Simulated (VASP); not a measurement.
# O2 in VASP: single point with r2SCAN

Aim: the single point of O2 with r2SCAN.

Program: VASP 6.6.1. These are calculated values, not measurements. Logs are shortened: lines on timing, memory, paths and dates and some standing lists are left out, and cuts for length are marked.

## 1. The cell of the first run

The cell holds a molecule in a box, 2 atoms: a = 13.000 Å, b = 13.300 Å, c = 13.600 Å, α = 90.00°, β = 90.00°, γ = 90.00°.

## 2. Single point, r2SCAN, collinear spin, ferromagnetic start

Contents of POSCAR:

```
O
1.0
   13.0000000000      0.0000000000      0.0000000000
    0.0000000000     13.3000000000      0.0000000000
    0.0000000000      0.0000000000     13.6000000000
O
2
Direct
    0.4536345046      0.5000000000      0.5000000000
    0.5463654954      0.5000000000      0.5000000000
```

Contents of INCAR.step1:

```
ALGO = Normal
EDIFF = 1E-4
ENCUT = 520
GGA = PE
ISMEAR = 0
ISPIN = 2
LASPH = T
LCHARG = F
LREAL = F
LWAVE = T
MAGMOM = 1 1
NBANDS = 17
NELM = 150
PREC = Accurate
SIGMA = 0.01
```

Contents of INCAR.step2:

```
ALGO = Normal
EDIFF = 1E-7
ENCUT = 520
ISIF = 2
ISMEAR = 0
ISPIN = 2
ISTART = 1
LASPH = T
LCHARG = F
LMIXTAU = T
LORBIT = 11
LREAL = F
LWAVE = F
MAGMOM = 1 1
METAGGA = R2SCAN
NBANDS = 17
NELM = 150
PREC = Accurate
SIGMA = 0.01
```

Contents of KPOINTS:

```
k-points
0
Gamma
  1 1 1
```

Potentials or basis: VASP PAW PBE potentials, release 64 (O).

Launch:

```console
> cat potpaw_PBE.64/O/POTCAR > POTCAR
> cp INCAR.step1 INCAR
> mpirun -np 1 vasp_gam > vasp.out
> cp INCAR.step2 INCAR
> mpirun -np 1 vasp_gam > vasp.out
```

OUTCAR:

```text
EDIFF = 1E-7
   ENCUT = 520
   ISIF = 2
   ISMEAR = 0
   ISPIN = 2
   ISTART = 1
   LASPH = T
   LORBIT = 11
   LREAL = F
   METAGGA = R2SCAN
   NELM = 150
   PREC = Accurate

 ion  position               nearest neighbor table
   1  0.454  0.500  0.500-   2 1.21
   2  0.546  0.500  0.500-   1 1.21

  LATTYP: Found a simple orthorhombic cell.
 ALAT       =    13.0000000000
 B/A-ratio  =     1.0230769231
 C/A-ratio  =     1.0461538462

  Lattice vectors:

 A1 = (  13.0000000000,   0.0000000000,   0.0000000000)
 A2 = (   0.0000000000,  13.3000000000,   0.0000000000)
 A3 = (   0.0000000000,   0.0000000000,  13.6000000000)

Analysis of symmetry for initial positions (statically):
=====================================================================
 Subroutine PRICEL returns:
 Original cell was already a primitive cell.

 Routine SETGRP: Setting up the symmetry group for a
 simple orthorhombic supercell.

 Subroutine GETGRP returns: Found  8 space group operations
 (whereof  8 operations were pure point group operations)
 out of a pool of  8 trial point group operations.

The static configuration has the point symmetry D_2h.

Analysis of symmetry for dynamics (positions and initial velocities):
=====================================================================
 Subroutine PRICEL returns:
 Original cell was already a primitive cell.

 Routine SETGRP: Setting up the symmetry group for a
 simple orthorhombic supercell.

 Subroutine GETGRP returns: Found  8 space group operations
 (whereof  8 operations were pure point group operations)
 out of a pool of  8 trial point group operations.

The dynamic configuration has the point symmetry D_2h.

Analysis of structural, dynamic, and magnetic symmetry:
=====================================================================
 Subroutine PRICEL returns:
 Original cell was already a primitive cell.

 Routine SETGRP: Setting up the symmetry group for a
 simple orthorhombic supercell.

 Subroutine GETGRP returns: Found  8 space group operations
 (whereof  8 operations were pure point group operations)
 out of a pool of  8 trial point group operations.

The overall configuration has the point symmetry D_2h.

 Subroutine INISYM returns: Found  8 space group operations
 (whereof  8 operations are pure point group operations),
 and found     1 'primitive' translations

----------------------------------------------------------------------------------------

                                     Primitive cell

  volume of cell :    2351.4400

  direct lattice vectors                    reciprocal lattice vectors
    13.000000000  0.000000000  0.000000000     0.076923077  0.000000000  0.000000000
     0.000000000 13.300000000  0.000000000     0.000000000  0.075187970  0.000000000
     0.000000000  0.000000000 13.600000000     0.000000000  0.000000000  0.073529412

  length of vectors
    13.000000000 13.300000000 13.600000000     0.076923077  0.075187970  0.073529412

  position of ions in fractional coordinates (direct lattice)
     0.453634505  0.500000000  0.500000000
     0.546365495  0.500000000  0.500000000

  ion indices of the primitive-cell ions
   primitive index   ion index
                 1           1
                 2           2

----------------------------------------------------------------------------------------

 KPOINTS: k-points

Automatic generation of k-mesh.
 Grid dimensions read from file:
 generate k-points for:    1    1    1

 Generating k-lattice:

  Cartesian coordinates                     Fractional coordinates (reciprocal lattice)
     0.076923077  0.000000000  0.000000000     1.000000000  0.000000000  0.000000000
     0.000000000  0.075187970  0.000000000     0.000000000  1.000000000  0.000000000
     0.000000000  0.000000000  0.073529412     0.000000000  0.000000000  1.000000000

  Length of vectors
     0.076923077  0.075187970  0.073529412

  Shift w.r.t. Gamma in fractional coordinates (k-lattice)
     0.000000000  0.000000000  0.000000000

 Subroutine IBZKPT returns following result:
 ===========================================

 Found      1 irreducible k-points:

 Following reciprocal coordinates:
            Coordinates               Weight
  0.000000  0.000000  0.000000      1.000000
   k-points           NKPTS =      1   k-points in BZ     NKDIM =      1   number of bands    NBANDS=     17
   number of dos      NEDOS =    301   number of ions     NIONS =      2
   total plane-waves  NPLWV = ******
   dimension x,y,z NGX =    98 NGY =  100 NGZ =  108
   dimension x,y,z NGXF=   196 NGYF=  200 NGZF=  216
   ions per type =               2
   NGX,Y,Z   is equivalent  to a cutoff of  12.53, 12.50, 13.20 a.u.
   NGXF,Y,Z  is equivalent  to a cutoff of  25.06, 25.00, 26.40 a.u.
 SYSTEM =  unknown system
   PREC   = accura    normal or accurate (medium, high low for compatibility)
   ISTART =      1    job   : 0-new  1-cont  2-samecut
   ICHARG =      0    charge: 1-file 2-atom 10-const
   ISPIN  =      2    spin polarized calculation?
   LNONCOLLINEAR =      F non collinear calculations
   LSORBIT =      F    spin-orbit coupling
   LASPH  =      T    aspherical Exc in radial PAW
   ENCUT  =  520.0 eV  38.22 Ry    6.18 a.u.  24.17 24.73 25.29*2*pi/ulx,y,z
   NELM   =    150;   NELMIN=  2; NELMDL=  0     # of ELM steps
   EDIFF  = 0.1E-06   stopping-criterion for ELM
   LREAL  =      F    real-space projection
   EDIFFG = 0.1E-05   stopping-criterion for IOM
   NSW    =      0    number of steps for IOM
   IBRION =     -1    ionic relax: 0-MD 1-quasi-New 2-CG
   NFREE  =      0    steps in history (QN), initial steepest desc. (CG)
   ISIF   =      2    stress and relaxation
   ISYM   =      2    0-nonsym 1-usesym 2-fastsym
   POTIM  = 0.5000    time-step for ionic-motion
   TEBEG  =    0.0;   TEEND  =   0.0 temperature during run
   PSTRESS=    0.0 pullay stress
   NELECT =      12.0000    total number of electrons
   NUPDOWN=      -1.0000    fix difference up-down
   EMIN   =  10.00;   EMAX   =-10.00  energy-range for DOS
   EFERMI =   0.00;   METHOD = LEGACY
   ISMEAR =     0;   SIGMA  =   0.01  broadening in eV -4-tet -1-fermi 0-gaus
   EFERMI_NEDOS =   21; number of points for ismear=-14 and -15
   IALGO  =     38    algorithm
   IMIX   =      4    mixing-type and parameters
     AMIX     =   0.40;   BMIX     =  1.00
     AMIX_MAG =   1.60;   BMIX_MAG =  1.00
  volume/ion in A,a.u.               =    1175.72      7934.15
  Fermi-wavevector in a.u.,A,eV,Ry     =   0.281854  0.532627  1.080868  0.079442
  Thomas-Fermi vector in A             =   1.132051
   LORBIT       =     11    0 simple, 1 ext, 2 COOP (PROOUT), +10 PAW based schemes
   METAGGA = R2SCAN    functional components
   LHFCALC =     F    Hartree Fock is set to
   AEXX    =    0.0000 exact exchange contribution
   IVDW    =     0    specifies the selected vdW correction
   LEPSILON=     F    determine dielectric tensor
   LRPA    =     F    only Hartree local field effects (RPA)
 spin polarized calculation
 Gauss-broadening in eV      SIGMA  =   0.01
  energy-cutoff  :      520.00
  volume of cell :     2351.44
 maximum number of plane-waves:     31662
 NGX is ok and might be reduce to    98
   NGX = 49   NGY = 49   NGZ = 51

 number of electron      11.9999992 magnetization       1.9999997

 Free energy of the ion-electron system (eV)
  ---------------------------------------------------
  ext. energy  EPLUGINS =         0.00000000
  ---------------------------------------------------
  free energy    TOTEN  =       -11.84908737 eV

  energy without entropy =      -11.84908737  energy(sigma->0) =      -11.84908737

 E-fermi :  -7.3467     XC(G=0):  -0.1583

 val. band max:       -7.3994289441   @ k =   0.0000   0.0000   0.0000
 cond. band min:      -3.9485490127   @ k =   0.0000   0.0000   0.0000
 fundamental gap:      3.4508799314
 Fermi energy:        -7.3466940016

 spin component 1

 k-point     1 :       0.0000    0.0000    0.0000
  band No.  band energies     occupation
      1     -34.6414      1.00000
      2     -21.8376      1.00000
      3     -14.2932      1.00000
      4     -14.2932      1.00000
      5     -14.0011      1.00000
      6      -7.3995      1.00000
[... 9 lines left out ...]
     16       1.6255      0.00000
     17       1.6315      0.00000
 Fermi energy:        -7.3466940016

 spin component 2

 k-point     1 :       0.0000    0.0000    0.0000
  band No.  band energies     occupation
      1     -33.2691      1.00000
      2     -19.4059      1.00000
      3     -12.8949      1.00000
      4     -11.7948      1.00000
      5     -11.7947      1.00000
      6      -3.9485      0.00000
[... 9 lines left out ...]
     16       1.6725      0.00000
     17       1.6950      0.00000

------------------------ aborting loop because EDIFF is reached ----------------------------------------

  FORCE on cell =-STRESS in cart. coord.  units (eV):
  Direction    XX          YY          ZZ          XY          YZ          ZX
  --------------------------------------------------------------------------------------
  -------------------------------------------------------------------------------------
  Total        1.6330142     -0.0769251     -0.0746603     -0.0000000      0.0000000      0.0000000
  in kB        1.1126707     -0.0524137     -0.0508706     -0.0000000      0.0000000      0.0000000
  external PRESSURE =       0.3364621 kB  Pullay stress =       0.0000000 kB

 VOLUME and BASIS-vectors are now :
 -----------------------------------------------------------------------------
  energy-cutoff  :      520.00
  volume of cell :     2351.44
      direct lattice vectors                 reciprocal lattice vectors
    13.000000000  0.000000000  0.000000000     0.076923077  0.000000000  0.000000000
     0.000000000 13.300000000  0.000000000     0.000000000  0.075187970  0.000000000
     0.000000000  0.000000000 13.600000000     0.000000000  0.000000000  0.073529412

 POSITION                                       TOTAL-FORCE (eV/Angst)
 -----------------------------------------------------------------------------------
      5.89725      6.65000      6.80000        -1.430829      0.000000      0.000000
      7.10275      6.65000      6.80000         1.430829     -0.000000      0.000000
 -----------------------------------------------------------------------------------
    total drift:                                0.000000      0.000000      0.000000

  FREE ENERGIE OF THE ION-ELECTRON SYSTEM (eV)
  ---------------------------------------------------
  free  energy   TOTEN  =       -11.8490873678 eV

  energy  without entropy=      -11.8490873678  energy(sigma->0) =      -11.84908737

 total charge

# of ion       s       p       d       tot
------------------------------------------
    1        1.615   3.329   0.000   4.944
    2        1.615   3.329   0.000   4.944
--------------------------------------------------
tot          3.230   6.658   0.000   9.888

 magnetization (x)

# of ion       s       p       d       tot
------------------------------------------
    1        0.015   0.816   0.000   0.831
    2        0.015   0.816   0.000   0.831
--------------------------------------------------
tot          0.029   1.632   0.000   1.661
```

Wall time 21 min (1 thread of Intel Xeon Platinum 8375C at 2.90GHz (Ice Lake), shared host); peak memory 3 GiB.

What came out:

| Item | Value |
| --- | --- |
| Free energy | -11.8491 eV |
| Largest force | 1.431 eV/Å |
| Gap between the frontier levels | 3.45 eV |
| Net moment | 2.00 μB per cell |
| Site moments | O +0.83 μB |
| Valence electrons inside the program's atomic spheres | O 4.94 |

Forces on the atoms (eV/Å):
```
O   -1.431  0.000  0.000
O    1.431  0.000  0.000
```

Caveat: the standard files for N, O and F lose accuracy on very short bonds; the PAW data sets were made with another functional, which shifts forces and pressure a little.
